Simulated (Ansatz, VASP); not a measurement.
# TiCo3: VASP beside Ansatz

```
Ti Co
1.0
     3.50505    0.00000    0.00000
     0.00000    3.50505    0.00000
     0.00000    0.00000    3.50505
Ti Co
1 3
Direct
  0.00000 0.00000 0.00000
  0.00000 0.50000 0.50000
  0.50000 0.00000 0.50000
  0.50000 0.50000 0.00000
```

Alike in both runs: task single point; functional PBEsol; k mesh 12 × 12 × 12; occupations gaussian, width 0.2 eV; collinear spin.

```csv
,VASP,Ansatz
version,VASP 6.6.1,Ansatz 0.2.0
potentials or method,"VASP PAW PBE potentials, release 64 (Ti_sv, Co), cutoff 520 eV","scalar-relativistic, plane waves, PAW"
valence electrons in the cell,39,63
```

VASP gave:

- gap on the k mesh at the Fermi level (eV): none
- pressure (GPa): 4.1
- net moment per atom (μB): 0.07
- size of the moment on the site where the two differ most (μB): 0.10

**Question.** What did Ansatz give for the same quantities?

**Answer.** gap on the k mesh at the Fermi level (eV): none; pressure (GPa): 4.9; net moment per atom (μB): 0.08; size of the moment on the site where the two differ most (μB): 0.13.

VASP's potentials were made for PBE, not for PBEsol. Site moments also hang on the region over which each program counts them. A gap of «none» marks a metal or a gap that the smearing closes. VASP's potentials hold 39 valence electrons a cell and Ansatz's 63, so a difference there can come from the potentials and not from the codes.
